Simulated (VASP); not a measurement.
# Ba2H3I (P-3m1) in VASP: a series of runs

Ba2H3I is run at these levels: LDA; tasks: single point, relaxation of volume and atoms at fixed shape.

Everything below comes from runs of VASP 6.6.1. Logs are shortened: lines on timing, memory, paths and dates and some standing lists are left out, and cuts for length are marked.

### 1 The cell of the first run

It takes space group P-3m1 (No. 164, trigonal). Conventional cell: a = 4.375 Å, b = 4.375 Å, c = 7.830 Å, α = 90.00°, β = 90.00°, γ = 120.00°. Within 3.6 Å of Ba (site symmetry 3m) lie 7 H at 2.55 to 2.92 Å and 3 I at 3.52 Å. Within 3.4 Å of H (site symmetry 3m) lie 4 Ba at 2.55 to 2.59 Å and 6 H at 2.77 to 3.39 Å. H (site symmetry -3m) has 6 H at 2.77 Å and 6 Ba at 2.92 Å within 3.6 Å. I (site symmetry -3m) has 6 Ba at 3.52 Å and 8 H at 3.76 to 3.92 Å and 6 I at 4.37 Å within 4.6 Å.

### 2 Single point, LDA

INCAR reads:

```
ALGO = Normal
EDIFF = 1E-6
ENCUT = 520
ISIF = 2
ISMEAR = 0
LASPH = True
LCHARG = False
LREAL = False
LWAVE = False
NBANDS = 24
NELM = 100
PREC = Accurate
SIGMA = 0.05
```

KPOINTS reads:

```
k-points
0
Gamma
  5 5 3
```

POSCAR reads:

```
Ba2H3I
1.0
    4.3746649890      0.0000000028      0.0000000000
   -2.1873324969      3.7885710121      0.0000000000
    0.0000000000      0.0000000000      7.8300643328
Ba H I
2 3 1
Direct
    0.6666666667      0.3333333333      0.6862443070
    0.3333333333      0.6666666667      0.3137556930
    0.6666666667      0.3333333333      0.3558903550
    0.3333333333      0.6666666667      0.6441096450
    0.0000000000      0.0000000000      0.5000000000
    0.0000000000      0.0000000000      0.0000000000
```

Potentials or basis: VASP PAW LDA potentials, release 64 (Ba_sv, H, I).

Command:

```sh
> cat potpaw_LDA.64/Ba_sv/POTCAR potpaw_LDA.64/H/POTCAR potpaw_LDA.64/I/POTCAR > POTCAR
> mpirun -np 1 vasp_std > vasp.out
```

OUTCAR:

```text
EDIFF = 1E-6
   ENCUT = 520
   ISIF = 2
   ISMEAR = 0
   LASPH = True
   LREAL = False
   NELM = 100
   PREC = Accurate

 ion  position               nearest neighbor table
   1  0.667  0.333  0.686-   4 2.55   4 2.55   4 2.55   3 2.59   6 3.52   6 3.52   6 3.52   2 3.86
                             2 3.86   2 3.86
   2  0.333  0.667  0.314-   3 2.55   3 2.55   3 2.55   4 2.59   6 3.52   6 3.52   6 3.52   1 3.86
                             1 3.86   1 3.86
   3  0.667  0.333  0.356-   2 2.55   2 2.55   2 2.55   1 2.59
   4  0.333  0.667  0.644-   1 2.55   1 2.55   1 2.55   2 2.59
   5  0.000  0.000  0.500-
   6  0.000  0.000  0.000-   1 3.52   2 3.52   2 3.52   1 3.52   1 3.52   2 3.52

  LATTYP: Found a hexagonal cell.
 ALAT       =     4.3746649890
 C/A-ratio  =     1.7898660475

  Lattice vectors:

 A1 = (   4.3746649890,   0.0000000028,   0.0000000000)
 A2 = (  -2.1873324969,   3.7885710121,   0.0000000000)
 A3 = (   0.0000000000,   0.0000000000,   7.8300643328)

Analysis of symmetry for initial positions (statically):
=====================================================================
 Subroutine PRICEL returns:
 Original cell was already a primitive cell.

 Routine SETGRP: Setting up the symmetry group for a
 hexagonal supercell.

 Subroutine GETGRP returns: Found 12 space group operations
 (whereof 12 operations were pure point group operations)
 out of a pool of 24 trial point group operations.

The static configuration has the point symmetry D_3d.

Analysis of symmetry for dynamics (positions and initial velocities):
=====================================================================
 Subroutine PRICEL returns:
 Original cell was already a primitive cell.

 Routine SETGRP: Setting up the symmetry group for a
 hexagonal supercell.

 Subroutine GETGRP returns: Found 12 space group operations
 (whereof 12 operations were pure point group operations)
 out of a pool of 24 trial point group operations.

The dynamic configuration has the point symmetry D_3d.

 Subroutine INISYM returns: Found 12 space group operations
 (whereof 12 operations are pure point group operations),
 and found     1 'primitive' translations

----------------------------------------------------------------------------------------

                                     Primitive cell

  volume of cell :     129.7734

  direct lattice vectors                    reciprocal lattice vectors
     4.374664989  0.000000003  0.000000000     0.228588932  0.131975882  0.000000000
    -2.187332497  3.788571012  0.000000000    -0.000000000  0.263951763  0.000000000
     0.000000000  0.000000000  7.830064333     0.000000000  0.000000000  0.127712872

  length of vectors
     4.374664989  4.374664989  7.830064333     0.263951763  0.263951763  0.127712872

  position of ions in fractional coordinates (direct lattice)
     0.666666667  0.333333333  0.686244307
     0.333333333  0.666666667  0.313755693
     0.666666667  0.333333333  0.355890355
     0.333333333  0.666666667  0.644109645
     0.000000000  0.000000000  0.500000000
     0.000000000  0.000000000  0.000000000

  ion indices of the primitive-cell ions
   primitive index   ion index
                 1           1
                 2           2
                 3           3
                 4           4
                 5           5
                 6           6

----------------------------------------------------------------------------------------

 KPOINTS: k-points

Automatic generation of k-mesh.
 Grid dimensions read from file:
 generate k-points for:    5    5    3

 Generating k-lattice:

  Cartesian coordinates                     Fractional coordinates (reciprocal lattice)
     0.045717786  0.026395176  0.000000000     0.200000000  0.000000000  0.000000000
    -0.000000000  0.052790353  0.000000000    -0.000000000  0.200000000  0.000000000
     0.000000000  0.000000000  0.042570957     0.000000000  0.000000000  0.333333333

  Length of vectors
     0.052790353  0.052790353  0.042570957

  Shift w.r.t. Gamma in fractional coordinates (k-lattice)
     0.000000000  0.000000000  0.000000000

 Subroutine IBZKPT returns following result:
 ===========================================

 Found     12 irreducible k-points:

 Following reciprocal coordinates:
            Coordinates               Weight
  0.000000  0.000000  0.000000      1.000000
  0.200000 -0.000000  0.000000      6.000000
  0.400000 -0.000000  0.000000      6.000000
  0.200000  0.200000  0.000000      6.000000
  0.400000  0.200000  0.000000      6.000000
  0.000000  0.000000  0.333333      2.000000
  0.200000 -0.000000  0.333333      6.000000
  0.000000  0.200000  0.333333      6.000000
  0.400000 -0.000000  0.333333      6.000000
  0.000000  0.400000  0.333333      6.000000
  0.200000  0.200000  0.333333     12.000000
  0.400000  0.200000  0.333333     12.000000
   k-points           NKPTS =     12   k-points in BZ     NKDIM =     12   number of bands    NBANDS=     24
   number of dos      NEDOS =    301   number of ions     NIONS =      6
   total plane-waves  NPLWV =  77760
   dimension x,y,z NGX =    36 NGY =   36 NGZ =   60
   dimension x,y,z NGXF=    72 NGYF=   72 NGZF=  120
   ions per type =               2   3   1
   NGX,Y,Z   is equivalent  to a cutoff of  13.68, 13.68, 12.74 a.u.
   NGXF,Y,Z  is equivalent  to a cutoff of  27.36, 27.36, 25.48 a.u.
 SYSTEM =  unknown system
   PREC   = accura    normal or accurate (medium, high low for compatibility)
   ISTART =      0    job   : 0-new  1-cont  2-samecut
   ICHARG =      2    charge: 1-file 2-atom 10-const
   ISPIN  =      1    spin polarized calculation?
   LNONCOLLINEAR =      F non collinear calculations
   LSORBIT =      F    spin-orbit coupling
   LASPH  =      T    aspherical Exc in radial PAW
   ENCUT  =  520.0 eV  38.22 Ry    6.18 a.u.   8.13  8.13 14.56*2*pi/ulx,y,z
   NELM   =    100;   NELMIN=  2; NELMDL= -5     # of ELM steps
   EDIFF  = 0.1E-05   stopping-criterion for ELM
   LREAL  =      F    real-space projection
   EDIFFG = 0.1E-04   stopping-criterion for IOM
   NSW    =      0    number of steps for IOM
   IBRION =     -1    ionic relax: 0-MD 1-quasi-New 2-CG
   NFREE  =      0    steps in history (QN), initial steepest desc. (CG)
   ISIF   =      2    stress and relaxation
   ISYM   =      2    0-nonsym 1-usesym 2-fastsym
   POTIM  = 0.5000    time-step for ionic-motion
   TEBEG  =    0.0;   TEEND  =   0.0 temperature during run
   PSTRESS=    0.0 pullay stress
   NELECT =      30.0000    total number of electrons
   NUPDOWN=      -1.0000    fix difference up-down
   EMIN   =  10.00;   EMAX   =-10.00  energy-range for DOS
   EFERMI =   0.00;   METHOD = LEGACY
   ISMEAR =     0;   SIGMA  =   0.05  broadening in eV -4-tet -1-fermi 0-gaus
   EFERMI_NEDOS =   21; number of points for ismear=-14 and -15
   IALGO  =     38    algorithm
   IMIX   =      4    mixing-type and parameters
     AMIX     =   0.40;   BMIX     =  1.00
     AMIX_MAG =   1.60;   BMIX_MAG =  1.00
  volume/ion in A,a.u.               =      21.63       145.96
  Fermi-wavevector in a.u.,A,eV,Ry     =   1.004739  1.898682 13.735096  1.009501
  Thomas-Fermi vector in A             =   2.137374
   LORBIT       =      0    0 simple, 1 ext, 2 COOP (PROOUT), +10 PAW based schemes
   GGA     = CA    functional components
   LHFCALC =     F    Hartree Fock is set to
   AEXX    =    0.0000 exact exchange contribution
   IVDW    =     0    specifies the selected vdW correction
   LEPSILON=     F    determine dielectric tensor
   LRPA    =     F    only Hartree local field effects (RPA)
 non-spin polarized calculation
 Gauss-broadening in eV      SIGMA  =   0.05
  energy-cutoff  :      520.00
  volume of cell :      129.77
 maximum number of plane-waves:      3502
 NGX is ok and might be reduce to    36
   NGX = 17   NGY = 17   NGZ = 29

 number of electron      29.9999996 magnetization

 Free energy of the ion-electron system (eV)
  ---------------------------------------------------
  ext. energy  EPLUGINS =         0.00000000
  ---------------------------------------------------
  free energy    TOTEN  =       -22.49946728 eV

  energy without entropy =      -22.49946728  energy(sigma->0) =      -22.49946728

 E-fermi :   3.0155     XC(G=0):  -9.1386

 val. band max:        2.7765531374   @ k =   0.0000   0.0000   0.3333
 cond. band min:       4.7160561663   @ k =   0.0000   0.4000   0.3333
 fundamental gap:      1.9395030289
 Fermi energy:         3.0155063596

 k-point     1 :       0.0000    0.0000    0.0000
  band No.  band energies     occupation
      1     -24.4469      2.00000
      2     -24.3166      2.00000
      3     -11.2293      2.00000
      4      -9.5986      2.00000
      5      -9.4957      2.00000
      6      -9.4957      2.00000
[... 16 lines left out ...]
     23       7.3219      0.00000
     24       8.5230      0.00000

 k-point     2 :       0.2000   -0.0000    0.0000
  band No.  band energies     occupation
      1     -24.4205      2.00000
      2     -24.3120      2.00000
      3     -11.0762      2.00000
      4      -9.9822      2.00000
      5      -9.7926      2.00000
      6      -9.5639      2.00000
[... 16 lines left out ...]
     23       7.3117      0.00000
     24       8.0859      0.00000

 k-point     3 :       0.4000   -0.0000    0.0000
  band No.  band energies     occupation
      1     -24.3696      2.00000
      2     -24.3124      2.00000
      3     -10.8653      2.00000
      4     -10.2083      2.00000
      5     -10.0570      2.00000
      6      -9.6612      2.00000
[... 16 lines left out ...]
     23       8.3381      0.00000
     24       8.6771      0.00000
[... 190 lines left out ...]
 k-point    11 :       0.2000    0.2000    0.3333
  band No.  band energies     occupation
      1     -24.3799      2.00000
      2     -24.3118      2.00000
      3     -10.9100      2.00000
      4     -10.1823      2.00000
      5      -9.8949      2.00000
      6      -9.6699      2.00000
[... 16 lines left out ...]
     23       8.3659      0.00000
     24       8.6738      0.00000

 k-point    12 :       0.4000    0.2000    0.3333
  band No.  band energies     occupation
      1     -24.3460      2.00000
      2     -24.3203      2.00000
      3     -10.8164      2.00000
      4     -10.1885      2.00000
      5     -10.0510      2.00000
      6      -9.8121      2.00000
[... 16 lines left out ...]
     23       8.5190      0.00000
     24       9.0014      0.00000

------------------------ aborting loop because EDIFF is reached ----------------------------------------

  FORCE on cell =-STRESS in cart. coord.  units (eV):
  Direction    XX          YY          ZZ          XY          YZ          ZX
  --------------------------------------------------------------------------------------
  -------------------------------------------------------------------------------------
  Total        0.5734307      0.5734307      0.3707145      0.0000000      0.0000000      0.0000000
  in kB        7.0795554      7.0795554      4.5768281      0.0000000      0.0000000      0.0000000
  external PRESSURE =       6.2453130 kB  Pullay stress =       0.0000000 kB

 VOLUME and BASIS-vectors are now :
 -----------------------------------------------------------------------------
  energy-cutoff  :      520.00
  volume of cell :      129.77
      direct lattice vectors                 reciprocal lattice vectors
     4.374664989  0.000000003  0.000000000     0.228588932  0.131975882  0.000000000
    -2.187332497  3.788571012  0.000000000    -0.000000000  0.263951763  0.000000000
     0.000000000  0.000000000  7.830064333     0.000000000  0.000000000  0.127712872

 POSITION                                       TOTAL-FORCE (eV/Angst)
 -----------------------------------------------------------------------------------
      2.18733      1.26286      5.37334        -0.000000     -0.000000      0.064501
     -0.00000      2.52571      2.45673        -0.000000      0.000000     -0.064501
      2.18733      1.26286      2.78664         0.000000     -0.000000     -0.017827
     -0.00000      2.52571      5.04342         0.000000     -0.000000      0.017827
      0.00000      0.00000      3.91503         0.000000     -0.000000      0.000000
      0.00000      0.00000      0.00000         0.000000     -0.000000      0.000000
 -----------------------------------------------------------------------------------
    total drift:                                0.000000      0.000000      0.000000

  FREE ENERGIE OF THE ION-ELECTRON SYSTEM (eV)
  ---------------------------------------------------
  free  energy   TOTEN  =       -22.4994672775 eV

  energy  without entropy=      -22.4994672775  energy(sigma->0) =      -22.49946728
```

Run time: 74 s. Hardware: 1 thread of AMD EPYC 7R43 (Zen 3), shared host; peak memory 0.19 GiB.

Results:

```
Free energy            : -22.4995 eV
Pressure               : 0.6 GPa
Largest force          : 0.065 eV/Å
Band gap on the k mesh : 1.94 eV (least direct gap 2.30 eV)
```

Forces in eV/Å, atoms in the order of the input:
```
Ba   0.000  0.000  0.065
Ba   0.000  0.000 -0.065
H    0.000  0.000 -0.018
H    0.000  0.000  0.018
H    0.000  0.000  0.000
I    0.000  0.000  0.000
```

Levels at points of the mesh, in eV from the valence-band top:
```csv
k point,band 11,band 12,band 13,band 14,band 15,band 16,band 17,band 18,band 19,band 20
"(0.00, 0.00, 0.00)",-3.78,-2.50,-2.50,-2.39,-0.04,2.33,2.47,2.47,2.60,2.60
```

Caveat: spin-orbit coupling is left out, which moves the levels of the heavy elements; an odd mesh through Γ misses points on the zone boundary, where band edges can lie.

### 3 Relaxation of volume and atoms at fixed shape, LDA

This run uses another cell than the first one, of 24.12 Å³/atom.

INCAR reads:

```
SYSTEM = Ba2H3I
ALGO = Normal ; EDIFF = 1E-7
EDIFFG = -0.01 ; ENCUT = 600
IBRION = 2 ; ISIF = 8
ISMEAR = 0 ; LASPH = .True.
LCHARG = .False. ; LREAL = .False.
LWAVE = .False. ; NELM = 60
NSW = 50 ; PREC = Accurate
SIGMA = 0.05
```

KPOINTS reads:

```
k-points
0
Gamma
  5 5 3
  0 0 0
```

POSCAR reads:

```
Ba2H3I
1.0
    4.5364032300      0.0000000000      0.0000000000
   -2.2682016200      3.9286404400      0.0000000000
    0.0000000000      0.0000000000      8.1195541200
Ba H I
2 3 1
Direct
    0.6666666667      0.3333333333      0.6847193800
    0.3333333333      0.6666666667      0.3152806200
    0.6666666667      0.3333333333      0.3561005200
    0.3333333333      0.6666666667      0.6438994800
    0.0000000000      0.0000000000      0.5000000000
    0.0000000000      0.0000000000      0.0000000000
```

Potentials or basis: VASP PAW LDA potentials, release 64 (Ba_sv, H, I).

Command:

```sh
> cat potpaw_LDA.64/Ba_sv/POTCAR potpaw_LDA.64/H/POTCAR potpaw_LDA.64/I/POTCAR > POTCAR
> mpirun -np 1 vasp_std > vasp.out
```

Run time: 5.8 min. Hardware: 1 thread of AMD EPYC 7R43 (Zen 3), shared host; peak memory 0.25 GiB.

The run converged. Its results:

```
Free energy                           : -22.5064 eV
Relaxed volume                        : 22.01 Å³/atom
Relaxed cell                          : a = 4.400 Å, b = 4.400 Å, c = 7.875 Å, α = 90.00°, β = 90.00°, γ = 120.00°
Space group after relaxing (to 0.1 Å) : P-3m1 (No. 164)
Energy gained by relaxing             : 19.2 meV/atom
Ionic steps                           : 8
Pressure after relaxing               : 0.0 GPa
Largest force after relaxing          : 0.009 eV/Å
Band gap on the k mesh                : 1.92 eV (least direct gap 2.30 eV)
```

Forces on the atoms (eV/Å):
```
Ba   0.000  0.000 -0.003
Ba   0.000  0.000  0.003
H    0.000  0.000 -0.009
H    0.000  0.000  0.009
H    0.000  0.000  0.000
I    0.000  0.000  0.000
```

Stress tensor (GPa, compression positive):
```
 0.09  0.00  0.00
 0.00  0.09  0.00
 0.00  0.00 -0.17
```

The path:
```csv
step,energy change (eV),largest force (eV/Å),pressure (GPa),volume (Å³)
1,0.0000,0.0586,-2.68,144.71
2,-0.0987,0.0947,-1.05,136.43
3,-0.1128,0.1339,-0.07,132.50
4,-0.1128,0.1364,0.00,132.24
5,-0.1144,0.0751,0.01,132.13
6,-0.1151,0.0110,0.02,132.01
7,-0.1151,0.0109,0.01,132.00
8,-0.1151,0.0093,0.00,132.04
```

Final structure:
```
CELL_PARAMETERS angstrom
4.40002 0.00000 0.00000
-2.20001 3.81053 0.00000
0.00000 0.00000 7.87545
ATOMIC_POSITIONS crystal
Ba 0.66667 0.33333 0.68696
Ba 0.33333 0.66667 0.31304
H 0.66667 0.33333 0.35630
H 0.33333 0.66667 0.64370
H 0.00000 0.00000 0.50000
I 0.00000 0.00000 0.00000
```

Levels at points of the mesh, in eV from the valence-band top:
```
           k point  band 11  band 12  band 13  band 14  band 15  band 16  band 17  band 18  band 19
(0.00, 0.00, 0.00)    -3.78    -2.54    -2.54    -2.37    -0.04     2.30     2.45     2.45     2.59
```

Caveat: spin-orbit coupling is left out, which moves the levels of the heavy elements; an odd mesh through Γ misses points on the zone boundary, where band edges can lie.
